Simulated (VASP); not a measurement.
Set up this calculation in VASP 6.6.1, as the native input.

```yaml
Task: single point
Functional: PBE
Dispersion: D3(BJ)
Potentials_or_basis: VASP PAW PBE potentials, release 64 (Ru_pv)
Cutoff: 520 eV
k_mesh: 4 × 4 × 1
Occupations: gaussian, width 0.1 eV
Spin: no spin polarisation
Dipole_correction: yes
Further_INCAR_settings: LREAL = Auto; ALGO = Normal; EDIFF = 1e-07; NBANDS = 126
```

The structure of Ru lies in POSCAR:

```
Ru
1.0
    5.3951895486      0.0000000000      0.0000000000
   -2.6975947743      4.6723712073      0.0000000000
    0.0000000000      0.0000000000     22.3987269943
Ru
16
Direct
    0.3333333333      0.1666666667      0.3571631549
    0.3333333333      0.6666666667      0.3571631549
    0.8333333333      0.1666666667      0.3571631549
    0.8333333333      0.6666666667      0.3571631549
    0.1666666667      0.3333333333      0.4523877183
    0.1666666667      0.8333333333      0.4523877183
    0.6666666667      0.3333333333      0.4523877183
    0.6666666667      0.8333333333      0.4523877183
    0.3333333333      0.1666666667      0.5482486488
    0.3333333333      0.6666666667      0.5482486488
    0.8333333333      0.1666666667      0.5482486488
    0.8333333333      0.6666666667      0.5482486488
    0.1666666667      0.3333333333      0.6405127181
    0.1666666667      0.8333333333      0.6405127181
    0.6666666667      0.3333333333      0.6405127181
    0.6666666667      0.8333333333      0.6405127181
```

These files were run (other wordings do the same):

INCAR

```
PREC = Accurate
ENCUT = 520
EDIFF = 1E-7
ISMEAR = 0
SIGMA = 0.1
LREAL = Auto
LASPH = True
NELM = 80
ALGO = Normal
ISIF = 2
LWAVE = False
LCHARG = True
LDIPOL = True
IDIPOL = 3
DIPOL = 0.5 0.5 0.500
GGA = PE
IVDW = 12
LELF = True
LVHAR = True
LVACPOTAV = True
NBANDS = 126
```

KPOINTS

```
regular mesh
0
Gamma
  4 4 1
```

Potentials or basis: VASP PAW PBE potentials, release 64 (Ru_pv).

Launch:

```sh
$ cat potpaw_PBE.64/Ru_pv/POTCAR > POTCAR
$ mpirun -np 1 vasp_std > vasp.out
```

Results of the run:

* Largest force: 0.606 eV/Å
* Band gap on the k mesh: zero (bands 112 and 113 overlap by 1.24 eV)
* Dispersion energy per atom: -0.461 eV

It took 8.1 min on 1 thread of Intel(R) Xeon(R) 6975P-C (Granite Rapids) (shared host), peak memory 0.63 GiB.
